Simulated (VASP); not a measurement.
## Sb: single point with r2SCAN-based global hybrid with 35 % exact exchange

The system is Sb.

```
Sb
1.0
     3.35453    0.00000    0.00000
    -1.67727    2.90511    0.00000
     0.00000    0.00000    5.47016
Sb
2
Direct
  0.66667 0.33333 0.75000
  0.33333 0.66667 0.25000
```

This isn't the form of Sb at room conditions, which is rhombohedral.

| Property | Result |
| --- | --- |
| Program | VASP 6.6.1 |
| Task | single point |
| Functional | r2SCAN-based global hybrid with 35 % exact exchange |
| Potentials or basis | VASP PAW PBE potentials, release 64 (Sb_d_GW) |
| Cutoff | 440 eV |
| k mesh | 5 × 5 × 3 |
| Occupations | fermi-dirac, width 0.05 eV |
| Spin | no spin polarisation |
| Dipole correction | no |
| Grid for exact exchange (PRECFOCK) | Normal |
| Share of exact exchange | 0.35 |
| Further INCAR settings | ALGO = Normal; EDIFF = 1e-06; NBANDS = 22 |

The pressure is -3.4 GPa and the band gap on the k mesh is zero (bands 15 and 16 overlap by 8.18 eV).

Stress tensor (GPa, compression positive):
```
-5.44  0.00  0.00
 0.00 -5.44  0.00
 0.00  0.00  0.77
```

Levels at points of the mesh, in eV from the Fermi level:
```
           k point  band 13  band 14  band 15  band 16  band 17  band 18
(0.00, 0.00, 0.00)    -7.78     5.03     5.03     7.00     7.00     7.31
```

It took 14 min on 1 thread of AMD EPYC 9R45 96-Core Processor (Zen 5) (shared host), peak memory 0.15 GiB.

Caveat: the k points lie up to 0.43 Å⁻¹ apart, too coarse for converged energies and pressures of a metal; the PAW data sets were made with another functional, which shifts forces and pressure a little; spin-orbit coupling is left out, which moves the levels of the heavy elements.
